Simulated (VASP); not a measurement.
# Ti4C in VASP: single point with LDA

Aim: the single point of Ti4C with LDA.

Program: VASP 6.6.1. These are calculated values, not measurements. Logs are shortened: lines on timing, memory, paths and dates and some standing lists are left out, and cuts for length are marked.

## (1) The cell of the first run

The cell holds a slab with vacuum, 5 atoms: a = 2.864 Å, b = 2.864 Å, c = 22.241 Å, α = 90.00°, β = 90.00°, γ = 120.00°.

## (2) Single point, LDA

The input, INCAR:

```
PREC = Accurate
ENCUT = 1000
EDIFF = 1E-6
ISMEAR = 0
SIGMA = 0.1
LREAL = F
LASPH = T
NELM = 120
ALGO = Normal
ISIF = 2
LWAVE = F
LCHARG = T
LDIPOL = T
IDIPOL = 3
DIPOL = 0.5 0.5 0.379
GGA = CA
LELF = T
LVHAR = T
LVACPOTAV = T
NBANDS = 34
GGA_COMPAT = F
NELMDL = -8
```

The input, KPOINTS:

```
regular mesh
0
Gamma
  9 9 1
```

The input, POSCAR:

```
Ti4C
1.0
    2.8641158382      0.0000000000      0.0000000000
   -1.4320579191      2.4803970752      0.0000000000
    0.0000000000      0.0000000000     22.2412393510
Ti C
4 1
Direct
    0.6666666667      0.3333333334      0.1798460930
    0.3333333333      0.6666666666      0.2818047761
    0.6666666667      0.3333333334      0.3878689313
    0.6686171339      0.8343085669      0.5035909823
    0.3333333333      1.1666666666      0.5428871815
```

Potentials or basis: VASP PAW LDA potentials, release 64 (Ti_sv, C_h).

On the command line:

```console
$ cat potpaw_LDA.64/Ti_sv/POTCAR potpaw_LDA.64/C_h/POTCAR > POTCAR
$ mpirun -np 1 vasp_std > vasp.out
```

OUTCAR:

```text
PREC = Accurate
   ENCUT = 1000
   EDIFF = 1E-6
   ISMEAR = 0
   LREAL = F
   LASPH = T
   NELM = 120
   ISIF = 2
   GGA = CA
   NELMDL = -8

 ion  position               nearest neighbor table
   1  0.667  0.333  0.180-   2 2.81   2 2.81   2 2.81
   2  0.333  0.667  0.282-   1 2.81   1 2.81   1 2.81   3 2.88   3 2.88   3 2.88
   3  0.667  0.333  0.388-   2 2.88   2 2.88   2 2.88
   4  0.669  0.834  0.504-   5 1.87   5 1.87   5 1.87
   5  0.333  0.167  0.543-   4 1.87   4 1.87   4 1.87

  LATTYP: Found a hexagonal cell.
 ALAT       =     2.8641158382
 C/A-ratio  =     7.7654817778

  Lattice vectors:

 A1 = (   2.8641158382,   0.0000000000,   0.0000000000)
 A2 = (  -1.4320579191,   2.4803970752,   0.0000000000)
 A3 = (   0.0000000000,   0.0000000000,  22.2412393510)

Analysis of symmetry for initial positions (statically):
=====================================================================
 Subroutine PRICEL returns:
 Original cell was already a primitive cell.

 Routine SETGRP: Setting up the symmetry group for a
 hexagonal supercell.

 Subroutine GETGRP returns: Found  2 space group operations
 (whereof  2 operations were pure point group operations)
 out of a pool of 24 trial point group operations.

The static configuration has the point symmetry C_1h.

Analysis of symmetry for dynamics (positions and initial velocities):
=====================================================================
 Subroutine PRICEL returns:
 Original cell was already a primitive cell.

 Routine SETGRP: Setting up the symmetry group for a
 hexagonal supercell.

 Subroutine GETGRP returns: Found  2 space group operations
 (whereof  2 operations were pure point group operations)
 out of a pool of 24 trial point group operations.

The dynamic configuration has the point symmetry C_1h.

 Subroutine INISYM returns: Found  2 space group operations
 (whereof  2 operations are pure point group operations),
 and found     1 'primitive' translations

----------------------------------------------------------------------------------------

                                     Primitive cell

  volume of cell :     158.0050

  direct lattice vectors                    reciprocal lattice vectors
     2.864115838  0.000000000  0.000000000     0.349147889  0.201580628  0.000000000
    -1.432057919  2.480397075  0.000000000     0.000000000  0.403161256  0.000000000
     0.000000000  0.000000000 22.241239351     0.000000000  0.000000000  0.044961523

  length of vectors
     2.864115838  2.864115838 22.241239351     0.403161256  0.403161256  0.044961523

  position of ions in fractional coordinates (direct lattice)
     0.666666667  0.333333333  0.179846093
     0.333333333  0.666666667  0.281804776
     0.666666667  0.333333333  0.387868931
     0.668617134  0.834308567  0.503590982
     0.333333333  0.166666667  0.542887181

  ion indices of the primitive-cell ions
   primitive index   ion index
                 1           1
                 2           2
                 3           3
                 4           4
                 5           5

----------------------------------------------------------------------------------------

 KPOINTS: regular mesh

Automatic generation of k-mesh.
 Grid dimensions read from file:
 generate k-points for:    9    9    1

 Generating k-lattice:

  Cartesian coordinates                     Fractional coordinates (reciprocal lattice)
     0.038794210  0.022397848  0.000000000     0.111111111  0.000000000  0.000000000
     0.000000000  0.044795695  0.000000000     0.000000000  0.111111111  0.000000000
     0.000000000  0.000000000  0.044961523     0.000000000  0.000000000  1.000000000

  Length of vectors
     0.044795695  0.044795695  0.044961523

  Shift w.r.t. Gamma in fractional coordinates (k-lattice)
     0.000000000  0.000000000  0.000000000

 Subroutine IBZKPT returns following result:
 ===========================================

 Found     25 irreducible k-points:

 Following reciprocal coordinates:
            Coordinates               Weight
  0.000000  0.000000  0.000000      1.000000
  0.111111 -0.000000  0.000000      2.000000
  0.000000  0.111111  0.000000      4.000000
  0.222222 -0.000000  0.000000      2.000000
  0.000000  0.222222  0.000000      4.000000
  0.333333 -0.000000  0.000000      2.000000
[... 16 lines left out ...]
 -0.222222 -0.444444  0.000000      4.000000
  0.444444  0.333333  0.000000      4.000000
   k-points           NKPTS =     25   k-points in BZ     NKDIM =     25   number of bands    NBANDS=     34
   number of dos      NEDOS =    301   number of ions     NIONS =      5
   total plane-waves  NPLWV = 216000
   dimension x,y,z NGX =    30 NGY =   30 NGZ =  240
   dimension x,y,z NGXF=    60 NGYF=   60 NGZF=  480
   ions per type =               4   1
   NGX,Y,Z   is equivalent  to a cutoff of  17.41, 17.41, 17.94 a.u.
   NGXF,Y,Z  is equivalent  to a cutoff of  34.83, 34.83, 35.88 a.u.
 SYSTEM =  unknown system
   PREC   = accura    normal or accurate (medium, high low for compatibility)
   ISTART =      0    job   : 0-new  1-cont  2-samecut
   ICHARG =      2    charge: 1-file 2-atom 10-const
   ISPIN  =      1    spin polarized calculation?
   LNONCOLLINEAR =      F non collinear calculations
   LSORBIT =      F    spin-orbit coupling
   LASPH  =      T    aspherical Exc in radial PAW
   ENCUT  = 1000.0 eV  73.50 Ry    8.57 a.u.   7.38  7.38 57.35*2*pi/ulx,y,z
   NELM   =    120;   NELMIN=  2; NELMDL= -8     # of ELM steps
   EDIFF  = 0.1E-05   stopping-criterion for ELM
   LREAL  =      F    real-space projection
[... 7 lines left out ...]
   TEBEG  =    0.0;   TEEND  =   0.0 temperature during run
   PSTRESS=    0.0 pullay stress
   NELECT =      52.0000    total number of electrons
   NUPDOWN=      -1.0000    fix difference up-down
   EMIN   =  10.00;   EMAX   =-10.00  energy-range for DOS
   EFERMI =   0.00;   METHOD = LEGACY
   ISMEAR =     0;   SIGMA  =   0.10  broadening in eV -4-tet -1-fermi 0-gaus
   EFERMI_NEDOS =   21; number of points for ismear=-14 and -15
   IALGO  =     38    algorithm
   IMIX   =      4    mixing-type and parameters
     AMIX     =   0.40;   BMIX     =  1.00
     AMIX_MAG =   1.60;   BMIX_MAG =  1.00
  volume/ion in A,a.u.               =      31.60       213.25
  Fermi-wavevector in a.u.,A,eV,Ry     =   1.130279  2.135918 17.381862  1.277531
  Thomas-Fermi vector in A             =   2.266975
   LORBIT       =      0    0 simple, 1 ext, 2 COOP (PROOUT), +10 PAW based schemes
   GGA     = CA    functional components
   LHFCALC =     F    Hartree Fock is set to
   AEXX    =    0.0000 exact exchange contribution
   IVDW    =     0    specifies the selected vdW correction
   LEPSILON=     F    determine dielectric tensor
   LRPA    =     F    only Hartree local field effects (RPA)
 non-spin polarized calculation
 Gauss-broadening in eV      SIGMA  =   0.10
  energy-cutoff  :     1000.00
  volume of cell :      158.00
 maximum number of plane-waves:     11449
 NGX is ok and might be reduce to    30
   NGX = 15   NGY = 15   NGZ =115

 dipolmoment           0.000000      0.000000     -0.046456 electrons x Angstroem

 number of electron      52.0000004 magnetization

 dipolmoment           0.000000      0.000000      0.090751 electrons x Angstroem

 Free energy of the ion-electron system (eV)
  ---------------------------------------------------
  ext. energy  EPLUGINS =         0.00000000
  ---------------------------------------------------
  free energy    TOTEN  =       -40.53192418 eV

  energy without entropy =      -40.49421285  energy(sigma->0) =      -40.51306852

 E-fermi :   0.5761     XC(G=0):  -6.3345

 val. band max:        0.5601262112   @ k =   0.2222   0.1111   0.0000
 cond. band min:       0.5818924751   @ k =   0.1111   0.1111   0.0000
 fundamental gap:      0.0217662639
 Fermi energy:         0.5760724966

 k-point     1 :       0.0000    0.0000    0.0000
  band No.  band energies     occupation
      1     -55.5206      2.00000
      2     -55.3402      2.00000
      3     -55.2490      2.00000
      4     -53.9089      2.00000
      5     -32.3511      2.00000
      6     -32.0647      2.00000
[... 26 lines left out ...]
     33       1.7974      0.00000
     34       2.8043      0.00000

 k-point     2 :       0.1111   -0.0000    0.0000
  band No.  band energies     occupation
      1     -55.5078      2.00000
      2     -55.3272      2.00000
      3     -55.2393      2.00000
      4     -53.8946      2.00000
      5     -32.3297      2.00000
      6     -32.0607      2.00000
[... 26 lines left out ...]
     33       2.0249      0.00000
     34       2.6691      0.00000

 k-point     3 :       0.0000    0.1111    0.0000
  band No.  band energies     occupation
      1     -55.5078      2.00000
      2     -55.3272      2.00000
      3     -55.2393      2.00000
      4     -53.8946      2.00000
      5     -32.3296      2.00000
      6     -32.0602      2.00000
[... 26 lines left out ...]
     33       2.0209      0.00000
     34       2.6239      0.00000

 k-point     4 :       0.2222   -0.0000    0.0000
  band No.  band energies     occupation
      1     -55.4751      2.00000
      2     -55.2938      2.00000
      3     -55.2151      2.00000
      4     -53.8583      2.00000
      5     -32.2798      2.00000
      6     -32.0941      2.00000
[... 26 lines left out ...]
     33       2.5704      0.00000
     34       2.5946      0.00000

 k-point     5 :       0.0000    0.2222    0.0000
  band No.  band energies     occupation
      1     -55.4751      2.00000
      2     -55.2937      2.00000
      3     -55.2151      2.00000
      4     -53.8583      2.00000
      5     -32.2796      2.00000
      6     -32.0936      2.00000
[... 621 lines left out ...]
 k-point    22 :       0.3333    0.2222    0.0000
  band No.  band energies     occupation
      1     -55.4024      2.00000
      2     -55.2163      2.00000
      3     -55.1641      2.00000
      4     -53.7771      2.00000
      5     -32.3360      2.00000
      6     -32.2340      2.00000
[... 26 lines left out ...]
     33       3.0588      0.00000
     34       3.1886      0.00000

 k-point    23 :      -0.2222   -0.4444    0.0000
  band No.  band energies     occupation
      1     -55.4024      2.00000
      2     -55.2161      2.00000
      3     -55.1641      2.00000
      4     -53.7771      2.00000
      5     -32.3366      2.00000
      6     -32.2310      2.00000
[... 26 lines left out ...]
     33       3.0534      0.00000
     34       3.2600      0.00000

 k-point    24 :       0.4444    0.3333    0.0000
  band No.  band energies     occupation
      1     -55.4024      2.00000
      2     -55.2162      2.00000
      3     -55.1641      2.00000
      4     -53.7771      2.00000
      5     -32.3364      2.00000
      6     -32.2317      2.00000
[... 26 lines left out ...]
     33       3.1872      0.00000
     34       3.3776      0.00000

 [... further k-points ...]

------------------------ aborting loop because EDIFF is reached ----------------------------------------

  FORCE on cell =-STRESS in cart. coord.  units (eV):
  Direction    XX          YY          ZZ          XY          YZ          ZX
  --------------------------------------------------------------------------------------
  -------------------------------------------------------------------------------------
  Total        3.8434518      4.6107313     -2.0966223     -0.6644836      0.0777159      0.1346079
  in kB       38.9727675     46.7530150    -21.2598405     -6.7378920      0.7880428      1.3649299
  external PRESSURE =      21.4886473 kB  Pullay stress =       0.0000000 kB

 VOLUME and BASIS-vectors are now :
 -----------------------------------------------------------------------------
  energy-cutoff  :     1000.00
  volume of cell :      158.00
      direct lattice vectors                 reciprocal lattice vectors
     2.864115838  0.000000000  0.000000000     0.349147889  0.201580628  0.000000000
    -1.432057919  2.480397075  0.000000000     0.000000000  0.403161256  0.000000000
     0.000000000  0.000000000 22.241239351     0.000000000  0.000000000  0.044961523

 POSITION                                       TOTAL-FORCE (eV/Angst)
 -----------------------------------------------------------------------------------
      1.43206      0.82680      4.00000        -0.012482     -0.007207      0.500711
     -0.00000      1.65360      6.26769         0.035828      0.020686     -0.083237
      1.43206      0.82680      8.62669        -0.068710     -0.039669     -0.408154
      0.72022      2.06942     11.20049        -0.005436     -0.003139     -0.071726
      0.71603      0.41340     12.07448         0.050800      0.029329      0.062406
 -----------------------------------------------------------------------------------
    total drift:                                0.000060      0.000035     -0.000413

  FREE ENERGIE OF THE ION-ELECTRON SYSTEM (eV)
  ---------------------------------------------------
  free  energy   TOTEN  =       -40.5319241818 eV

  energy  without entropy=      -40.4942128517  energy(sigma->0) =      -40.51306852

 vacuum level on the upper side and lower side of the slab         7.623         5.310
```

Wall time 16 min (1 thread of Intel Xeon Platinum 8375C at 2.90GHz (Ice Lake), shared host); peak memory 0.56 GiB.

What came out:

```
Free energy            : -40.5319 eV
Largest force          : 0.501 eV/Å
Band gap on the k mesh : zero (bands 26 and 27 overlap by 0.72 eV)
```

Forces on the atoms (eV/Å):
```
Ti  -0.012 -0.007  0.501
Ti   0.036  0.021 -0.083
Ti  -0.069 -0.040 -0.408
Ti  -0.005 -0.003 -0.072
C    0.051  0.029  0.062
```

The gap in the log of VASP goes by the Fermi energy; the results here count the filled bands.